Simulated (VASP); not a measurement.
# MgB2 (P6/mmm) in VASP: further runs, part 2 of 3

VASP 6.6.1. The steps go on from the part before.

## 3. Electric field gradients, PBEsol

This run uses another cell than the first one: it holds 18 atoms, not 6.

File INCAR:

```
ALGO     = Normal         # electronic algorithm
EDIFF    = 1E-8           # SCF threshold, eV
ENCUT    = 520            # plane-wave cutoff, eV
GGA      = PS             # functional
ISIF     = 2              # what is computed and relaxed
ISMEAR   = -1             # smearing method
LASPH    = T              # aspherical terms in the spheres
LCHARG   = F              # write CHGCAR
LEFG     = T            
LREAL    = Auto         
LWAVE    = F              # write WAVECAR
NBANDS   = 39             # bands
NELM     = 80             # most SCF steps
PREC     = Accurate       # precision mode
SIGMA    = 0.05           # smearing width, eV
```

File KPOINTS:

```
k-points
0
Gamma
  7 7 5
```

File POSCAR:

```
MgB2
1.0
    4.6275000000      2.6716883707      0.0000000000
   -4.6275000000      2.6716883707      0.0000000000
    0.0000000000      0.0000000000      7.0460000000
Mg B
6 12
Direct
    0.0000000000      0.0000000000      0.0000000000
    0.0000000000      0.0000000000      0.5000000000
    0.3333333333      0.6666666667      0.0000000000
    0.3333333333      0.6666666667      0.5000000000
    0.6666666667      0.3333333333      0.0000000000
    0.6666666667      0.3333333333      0.5000000000
    0.3333333333      0.3333333334      0.2500000000
    0.3333333333      0.3333333334      0.7500000000
    0.6666666667      0.0000000000      0.2500000000
    0.6666666667      0.0000000000      0.7500000000
    0.0000000000      0.6666666667      0.2500000000
    0.0000000000      0.6666666667      0.7500000000
    0.3333333333      1.0000000000      0.2500000000
    0.3333333333      1.0000000000      0.7500000000
    0.6666666667      0.6666666666      0.2500000000
    0.6666666667      0.6666666666      0.7500000000
    0.0000000000      0.3333333333      0.2500000000
    0.0000000000      0.3333333333      0.7500000000
```

Potentials or basis: VASP PAW PBE potentials, release 64 (Mg, B).

Command:

```bash
> cat potpaw_PBE.64/Mg/POTCAR potpaw_PBE.64/B/POTCAR > POTCAR
> mpirun -np 1 vasp_std > vasp.out
```

OUTCAR:

```text
EDIFF = 1E-8
   ENCUT = 520
   GGA = PS
   ISIF = 2
   ISMEAR = -1
   LASPH = T
   LREAL = Auto
   NELM = 80
   PREC = Accurate

 ion  position               nearest neighbor table
   1  0.000  0.000  0.000-   9 2.51  10 2.51  11 2.51  12 2.51  13 2.51  14 2.51  17 2.51  18 2.51
                            15 2.51  16 2.51   7 2.51   8 2.51   3 3.08   5 3.08   5 3.09   3 3.09
   2  0.000  0.000  0.500-   9 2.51  10 2.51  11 2.51  12 2.51  13 2.51  14 2.51  17 2.51  18 2.51
                            15 2.51  16 2.51   7 2.51   8 2.51   4 3.08   6 3.08   6 3.09   4 3.09
   3  0.333  0.667  0.000-  11 2.51  12 2.51  13 2.51  14 2.51   7 2.51   8 2.51   9 2.51  10 2.51
                            17 2.51  18 2.51  15 2.51  16 2.51   1 3.08   5 3.08   5 3.08   1 3.09
   4  0.333  0.667  0.500-  11 2.51  12 2.51  13 2.51  14 2.51   7 2.51   8 2.51   9 2.51  10 2.51
                            17 2.51  18 2.51  15 2.51  16 2.51   2 3.08   6 3.08   6 3.08   2 3.09
   5  0.667  0.333  0.000-   9 2.51  10 2.51  17 2.51  18 2.51  15 2.51  16 2.51  11 2.51  12 2.51
                            13 2.51  14 2.51   7 2.51   8 2.51   1 3.08   3 3.08   3 3.08   1 3.09
[... 1253 lines left out ...]
 ion       V_xx      V_yy      V_zz     asymmetry (V_yy - V_xx)/ V_zz
----------------------------------------------------------------------
   1       0.311     0.311    -0.623       0.000
   2       0.311     0.311    -0.623       0.000
   3       0.311     0.311    -0.623       0.000
   4       0.311     0.311    -0.623       0.000
   5       0.311     0.311    -0.623       0.000
   6       0.311     0.311    -0.623       0.000
[... 10 lines left out ...]
  17      -9.313    -9.312    18.625       0.000
  18      -9.313    -9.312    18.625       0.000
----------------------------------------------------------------------

           NMR quadrupolar parameters

 Cq : quadrupolar parameter    Cq=e*Q*V_zz/h
 eta: asymmetry parameters     (V_yy - V_xx)/ V_zz
 Q  : nuclear electric quadrupole moment in mb (millibarn)
----------------------------------------------------------------------
 ion       Cq(MHz)       eta       Q (mb)
----------------------------------------------------------------------
   1      -0.002       0.000       1.000
   2      -0.002       0.000       1.000
   3      -0.002       0.000       1.000
   4      -0.002       0.000       1.000
   5      -0.002       0.000       1.000
   6      -0.002       0.000       1.000
[... 10 lines left out ...]
  17       0.045       0.000       1.000
  18       0.045       0.000       1.000
----------------------------------------------------------------------
```

stdout:

```text
POSCAR found type information on POSCAR MgB
 POSCAR found :  2 types and      18 ions
 scaLAPACK will be used
 -----------------------------------------------------------------------------
|                                                                             |
|                                                                             |
|     You enforced a specific xc type in the INCAR file but a different       |
|     I HOPE YOU KNOW WHAT YOU ARE DOING!                                     |
|                                                                             |
 -----------------------------------------------------------------------------

 LDA part: xc-table for (Slater+PW92), standard interpolation
 POSCAR, INCAR and KPOINTS ok, starting setup
 FFT: planning ... GRIDC
 FFT: planning ... GRID_SOFT
 FFT: planning ... GRID
 WAVECAR not read
 entering main loop
ion   1

ion   2

ion   3

ion   4

ion   5

ion   6

ion   7

ion   8

ion   9

ion  10

ion  11

ion  12

ion  13

ion  14

ion  15

ion  16

ion  17

ion  18
```

It took 2.9 min on 1 thread of Intel Xeon Platinum 8488C (Sapphire Rapids), shared host; peak memory 0.33 GiB.

Results:

| Item | Value |
| --- | --- |
| Free energy | -97.3427 eV |
| Pressure | -3.2 GPa |
| Band gap on the k mesh | zero (band 24 reaches 5.94 eV, above the bottom of band 25 at 4.87 eV) |

Stress tensor (GPa, compression positive):
```
-3.68  0.00  0.00
 0.00 -3.68  0.00
 0.00  0.00 -2.31
```

Levels at points of the mesh, in eV from the Fermi level:
| k point | band 20 | band 21 | band 22 | band 23 | band 24 | band 25 | band 26 | band 27 | band 28 | band 29 |
| --- | --- | --- | --- | --- | --- | --- | --- | --- | --- | --- |
| (0.00, 0.00, 0.00) | -1.97 | 0.41 | 0.41 | 0.79 | 0.79 | 1.68 | 1.85 | 1.85 | 1.85 | 1.85 |

Electric field gradients, principal values (V/Å²):
```csv
atom,least,middle,greatest (by size)
1 Mg,0.311,0.311,-0.623
2 Mg,0.311,0.311,-0.623
3 Mg,0.311,0.311,-0.623
4 Mg,0.311,0.311,-0.623
5 Mg,0.311,0.311,-0.623
6 Mg,0.311,0.311,-0.623
7 B,-9.313,-9.313,18.625
8 B,-9.313,-9.313,18.625
9 B,-9.312,-9.313,18.625
10 B,-9.312,-9.313,18.625
11 B,-9.312,-9.313,18.625
12 B,-9.312,-9.313,18.625
13 B,-9.312,-9.313,18.625
14 B,-9.312,-9.313,18.625
15 B,-9.313,-9.313,18.625
16 B,-9.313,-9.313,18.625
17 B,-9.312,-9.313,18.625
18 B,-9.312,-9.313,18.625
```

Caveat: without QUAD_EFG the Cq values of the log hold for a quadrupole moment of 1 mb, not for the nuclei; the PAW data sets were made with another functional, which shifts forces and pressure a little.

## 4. Electric field gradients, PBEsol

File INCAR:

```
PREC     = Accurate       # precision mode
ENCUT    = 520            # plane-wave cutoff, eV
EDIFF    = 1E-8           # SCF threshold, eV
ISMEAR   = -1             # smearing method
SIGMA    = 0.05           # smearing width, eV
LREAL    = F              # projectors in reciprocal space
LASPH    = T              # aspherical terms in the spheres
NELM     = 100            # most SCF steps
ALGO     = Normal         # electronic algorithm
ISIF     = 2              # what is computed and relaxed
LWAVE    = F              # write WAVECAR
LCHARG   = F              # write CHGCAR
GGA      = PS             # functional
LEFG     = T            
NBANDS   = 17             # bands
```

File KPOINTS:

```
regular mesh
0
Gamma
  12 12 9
```

File POSCAR:

```
MgB2
1.0
    6.1700000000      0.0000000000      0.0000000000
   -1.5425000000      2.6716883707      0.0000000000
    0.0000000000      0.0000000000      3.5230000000
Mg B
2 4
Direct
    0.0000000000      0.0000000000      0.0000000000
    0.5000000000      0.0000000000      0.0000000000
    0.1666666666      0.6666666667      0.5000000000
    0.6666666666      0.6666666667      0.5000000000
    0.3333333334      0.3333333333      0.5000000000
    0.8333333334      0.3333333333      0.5000000000
```

Potentials or basis: VASP PAW PBE potentials, release 64 (Mg, B).

Command:

```bash
> cat potpaw_PBE.64/Mg/POTCAR potpaw_PBE.64/B/POTCAR > POTCAR
> mpirun -np 1 vasp_std > vasp.out
```

OUTCAR:

```text
PREC = Accurate
   ENCUT = 520
   EDIFF = 1E-8
   ISMEAR = -1
   LREAL = F
   LASPH = T
   NELM = 100
   ISIF = 2
   GGA = PS

 ion  position               nearest neighbor table
   1  0.000  0.000  0.000-   3 2.51   6 2.51   3 2.51   6 2.51   3 2.51   3 2.51   6 2.51   6 2.51
                             5 2.51   4 2.51   5 2.51   4 2.51   2 3.08   2 3.08   2 3.09   2 3.09
   2  0.500  0.000  0.000-   4 2.51   5 2.51   4 2.51   5 2.51   4 2.51   4 2.51   5 2.51   5 2.51
                             6 2.51   6 2.51   3 2.51   3 2.51   1 3.08   1 3.08   1 3.09   1 3.09
   3  0.167  0.667  0.500-   6 1.78   5 1.78   5 1.78   1 2.51   1 2.51   1 2.51   1 2.51   2 2.51
                             2 2.51
   4  0.667  0.667  0.500-   5 1.78   6 1.78   6 1.78   2 2.51   2 2.51   2 2.51   2 2.51   1 2.51
                             1 2.51
   5  0.333  0.333  0.500-   4 1.78   3 1.78   3 1.78   2 2.51   2 2.51   2 2.51   2 2.51   1 2.51
                             1 2.51
   6  0.833  0.333  0.500-   3 1.78   4 1.78   4 1.78   1 2.51   1 2.51   1 2.51   1 2.51   2 2.51
                             2 2.51

  Warning from LATTYP: Monoclinic adjustment (A1->A3, A2->A1, A3->A2)!
  LATTYP: Found a simple orthorhombic cell.
 ALAT       =     3.0850000000
 B/A-ratio  =     1.1419773096
 C/A-ratio  =     1.7320508076

  Lattice vectors:

 A1 = (  -1.5425000000,   2.6716883707,   0.0000000000)
 A2 = (   0.0000000000,   0.0000000000,   3.5230000000)
 A3 = (   4.6275000000,   2.6716883707,   0.0000000000)

Analysis of symmetry for initial positions (statically):
=====================================================================
 Subroutine PRICEL returns following result:

  LATTYP: Found a hexagonal cell.
 ALAT       =     3.0850000000
 C/A-ratio  =     1.1419773096

  Lattice vectors:

 A1 = (   3.0850000000,   0.0000000000,   0.0000000000)
 A2 = (  -1.5425000000,   2.6716883707,   0.0000000000)
[... 683 lines left out ...]
  external PRESSURE =     -31.5969300 kB  Pullay stress =       0.0000000 kB

 VOLUME and BASIS-vectors are now :
 -----------------------------------------------------------------------------
  energy-cutoff  :      520.00
  volume of cell :       58.07
      direct lattice vectors                 reciprocal lattice vectors
     6.170000000  0.000000000  0.000000000     0.162074554  0.093573788  0.000000000
    -1.542500000  2.671688371  0.000000000     0.000000000  0.374295150  0.000000000
     0.000000000  0.000000000  3.523000000     0.000000000  0.000000000  0.283848992

 POSITION                                       TOTAL-FORCE (eV/Angst)
 -----------------------------------------------------------------------------------
      0.00000      0.00000      0.00000         0.000000     -0.000000     -0.000000
      3.08500      0.00000      0.00000         0.000000     -0.000000     -0.000000
     -0.00000      1.78113      1.76150        -0.011090     -0.006403      0.000000
      3.08500      1.78113      1.76150        -0.011090     -0.006403      0.000000
      1.54250      0.89056      1.76150         0.011090      0.006403     -0.000000
      4.62750      0.89056      1.76150         0.011090      0.006403      0.000000
 -----------------------------------------------------------------------------------
    total drift:                                0.000000     -0.000000      0.000000

  FREE ENERGIE OF THE ION-ELECTRON SYSTEM (eV)
  ---------------------------------------------------
  free  energy   TOTEN  =       -32.4449826747 eV

  energy  without entropy=      -32.4351064269  energy(sigma->0) =      -32.44004455

 Electric field gradients (V/A^2)
---------------------------------------------------------------------
 ion       V_xx      V_yy      V_zz      V_xy      V_xz      V_yz
---------------------------------------------------------------------
   1       0.157     0.298    -0.455    -0.122     0.000     0.000
   2       0.157     0.298    -0.455    -0.122    -0.000    -0.000
   3      -9.662    -9.574    19.235    -0.077     0.000     0.000
   4      -9.662    -9.574    19.235    -0.077     0.000    -0.000
   5      -9.662    -9.574    19.235    -0.077     0.000     0.000
   6      -9.662    -9.574    19.235    -0.077    -0.000    -0.000
---------------------------------------------------------------------

 Electric field gradients after diagonalization (V/A^2)
 (convention: |V_zz| > |V_xx| > |V_yy|)
----------------------------------------------------------------------
 ion       V_xx      V_yy      V_zz     asymmetry (V_yy - V_xx)/ V_zz
----------------------------------------------------------------------
   1       0.368     0.087    -0.455       0.618
   2       0.368     0.087    -0.455       0.618
   3      -9.706    -9.529    19.235       0.009
   4      -9.706    -9.529    19.235       0.009
   5      -9.706    -9.529    19.235       0.009
   6      -9.706    -9.529    19.235       0.009
----------------------------------------------------------------------

           NMR quadrupolar parameters

 Cq : quadrupolar parameter    Cq=e*Q*V_zz/h
 eta: asymmetry parameters     (V_yy - V_xx)/ V_zz
 Q  : nuclear electric quadrupole moment in mb (millibarn)
----------------------------------------------------------------------
 ion       Cq(MHz)       eta       Q (mb)
----------------------------------------------------------------------
   1      -0.001       0.618       1.000
   2      -0.001       0.618       1.000
   3       0.047       0.009       1.000
   4       0.047       0.009       1.000
   5       0.047       0.009       1.000
   6       0.047       0.009       1.000
----------------------------------------------------------------------
```

stdout:

```text
POSCAR found type information on POSCAR MgB
 POSCAR found :  2 types and       6 ions
 scaLAPACK will be used
 -----------------------------------------------------------------------------
|                                                                             |
|                                                                             |
|     You enforced a specific xc type in the INCAR file but a different       |
|     I HOPE YOU KNOW WHAT YOU ARE DOING!                                     |
|                                                                             |
 -----------------------------------------------------------------------------

 LDA part: xc-table for (Slater+PW92), standard interpolation
 POSCAR, INCAR and KPOINTS ok, starting setup
 FFT: planning ... GRIDC
 FFT: planning ... GRID_SOFT
 FFT: planning ... GRID
 WAVECAR not read
 entering main loop
ion   1

ion   2

ion   3

ion   4

ion   5

ion   6
```

It took 1.9 min on 1 thread of Intel Xeon Platinum 8488C (Sapphire Rapids), shared host; peak memory 0.33 GiB.

What came out:

```yaml
Free_energy: -32.4450 eV
Pressure: -3.2 GPa
Largest_force: 0.013 eV/Å
Band_gap_on_the_k_mesh: zero (band 8 reaches 7.00 eV, above the bottom of band 9 at 3.27 eV)
```

Forces on the atoms (eV/Å):
```
Mg   0.000  0.000  0.000
Mg   0.000  0.000  0.000
B   -0.011 -0.006  0.000
B   -0.011 -0.006  0.000
B    0.011  0.006  0.000
B    0.011  0.006  0.000
```

Electric field gradients, principal values (V/Å²):
```csv
atom,least,middle,greatest (by size)
1 Mg,0.087,0.368,-0.455
2 Mg,0.087,0.368,-0.455
3 B,-9.529,-9.706,19.235
4 B,-9.529,-9.706,19.235
5 B,-9.529,-9.706,19.235
6 B,-9.529,-9.706,19.235
```

Caveat: without QUAD_EFG the Cq values of the log hold for a quadrupole moment of 1 mb, not for the nuclei; the PAW data sets were made with another functional, which shifts forces and pressure a little.

[end of part 2 of 3]
